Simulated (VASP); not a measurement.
Set up this calculation in VASP 6.6.1, as the native input.

```
Task                   : single point
Functional             : PBE
Dispersion             : D3(BJ)
Potentials or basis    : VASP PAW PBE potentials, release 64 (Sn_d, O)
Cutoff                 : 520 eV
k mesh                 : 8 × 6 × 6
Occupations            : gaussian, width 0.02 eV
Spin                   : no spin polarisation
Dipole correction      : no
Further INCAR settings : ALGO = Normal; EDIFF = 1e-06; NBANDS = 28
```

The structure of SnO lies in POSCAR:

```
SnO
1.0
    3.3565798885      0.0000000000      0.0000000000
    0.0000000000      5.8093018299      0.0000000000
    0.0000000000      0.0000000000      4.2273548068
Sn O
2 2
Direct
    0.0000000000      0.2260434713      0.5108393976
    0.5000000000      0.7739565287      0.0108393976
    0.0000000000      0.8967714463      0.7391616024
    0.5000000000      0.1032285537      0.2391616024
```

The input as run:

INCAR

```
  PREC = Accurate
  ENCUT = 520
  EDIFF = 1E-6
  ISMEAR = 0
  SIGMA = 0.02
  LREAL = False
  LASPH = True
  NELM = 80
  ALGO = Normal
  ISIF = 2
  LWAVE = False
  LCHARG = True
  GGA = PE
  IVDW = 12
  LELF = True
  LVHAR = True
  NBANDS = 28
```

KPOINTS

```
Automatic mesh
0
Gamma
  8 6 6
```

Potentials or basis: VASP PAW PBE potentials, release 64 (Sn_d, O).

The run is started by

```bash
$ cat potpaw_PBE.64/Sn_d/POTCAR potpaw_PBE.64/O/POTCAR > POTCAR
$ mpirun -np 1 vasp_std > vasp.out
```

It gave:

```
Pressure                   : -0.8 GPa
Largest force              : 0.079 eV/Å
Band gap on the k mesh     : 1.53 eV (least direct gap 2.24 eV)
Dispersion energy per atom : -0.201 eV
```

Caveat: spin-orbit coupling is left out, which moves the levels of the heavy elements.

Wall time 5 min on 1 thread of Oxide Virtual Turin-like Processor, with other jobs on the host, peak memory 0.27 GiB.
